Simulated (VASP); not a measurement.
Write the native input for VASP 6.6.1 that does the following.

| Item | Value |
| --- | --- |
| Task | single point |
| Functional | PBEsol |
| Potentials or basis | VASP PAW PBE potentials, release 64 (Ru_pv, W_sv) |
| Cutoff | 520 eV |
| k mesh | 2 × 3 × 3, shifted |
| Occupations | gaussian, width 0.1 eV |
| Spin | no spin polarisation |
| Dipole correction | no |
| Further INCAR settings | ALGO = Normal; EDIFF = 1e-07; NBANDS = 96; ISYM = 0 |

The structure of Ru3W lies in POSCAR:

```
Ru3W
1.0
    5.9668953476      0.6159794225     -0.6426058282
    0.6637813099      5.3762351511      0.0500891280
   -0.6283649823      0.0646984996      5.3745174518
Ru W
9 3
Direct
    0.3802961798      0.8605459711      0.9454587394
    0.7204289759      0.5243433297      0.2869770417
    0.0503351585      0.6925250260      0.6162713790
    0.7140354269      1.0225494349      0.2808848907
    0.0503482087      0.1924567961      0.6161487644
    0.3866608980      0.3624802230      0.9516645349
    0.0503436663      0.6924943919      0.1163055808
    0.7161628543      0.5196042613      0.7831434451
    0.3844702232      0.8654820661      0.4491877880
    0.3814785351      0.3706065867      0.4507129733
    0.7192956103      0.0143195821      0.7818637439
    0.0503074854      0.1925200981      0.1160660933
```

The input as run:

INCAR

```
PREC = Accurate ; ENCUT = 520
EDIFF = 1E-7 ; ISMEAR = 0
SIGMA = 0.1 ; LREAL = False
LASPH = True ; NELM = 100
ALGO = Normal ; ISIF = 2
LWAVE = False ; LCHARG = False
GGA = PS ; ISYM = 0
NBANDS = 96
```

KPOINTS

```
Automatic mesh
0
Gamma
  2 3 3
  0.5 0 0
```

Potentials or basis: VASP PAW PBE potentials, release 64 (Ru_pv, W_sv).

Launch:

```sh
$ cat potpaw_PBE.64/Ru_pv/POTCAR potpaw_PBE.64/W_sv/POTCAR > POTCAR
$ mpirun -np 1 vasp_std > vasp.out
```

Results of the run:

* Pressure: 0.2 GPa
* Largest force: 0.015 eV/Å
* Band gap on the k mesh: zero (bands 84 and 85 overlap by 0.63 eV)

Caveat: the k points lie up to 0.55 Å⁻¹ apart, too coarse for converged energies and pressures of a metal; the PAW data sets were made with another functional, which shifts forces and pressure a little; spin-orbit coupling is left out, which moves the levels of the heavy elements.

Run time: 3.9 min on 1 thread of Intel(R) Xeon(R) Platinum 8259CL CPU @ 2.50GHz (Skylake/Cascade Lake), with other jobs on the host, peak memory 0.3 GiB.
